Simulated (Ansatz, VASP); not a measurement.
## SiC: VASP beside Ansatz

```
Si C
1.0
    -0.01064    2.16731    2.18995
     2.16731   -0.01064    2.18995
     2.15667    2.15667    0.00000
Si C
1 1
Direct
  0.99984 0.99984 0.00016
  0.25016 0.25016 0.24984
```

Change from the starting cell: strained cell.

Alike in both runs: task relaxation of the atoms; functional PBEsol; k mesh 10 × 10 × 10; occupations gaussian, width 0.02 eV; no spin polarisation.

|  | VASP | Ansatz |
| --- | --- | --- |
| version | VASP 6.6.1 | Ansatz 0.2.0 |
| potentials or method | VASP PAW PBE potentials, release 64 (Si, C), cutoff 520 eV | scalar-relativistic, plane waves, PAW |
| valence electrons in the cell | 8 | 8 |

```tsv
	VASP	Ansatz	Ansatz less VASP
gap on the k mesh at the Fermi level, each at its own relaxed structure (eV)	1.12	1.13	+0.011
```

VASP's potentials were made for PBE, not for PBEsol, and Ansatz warns of the same on its side. Ansatz's warnings: stress scf threshold loose.
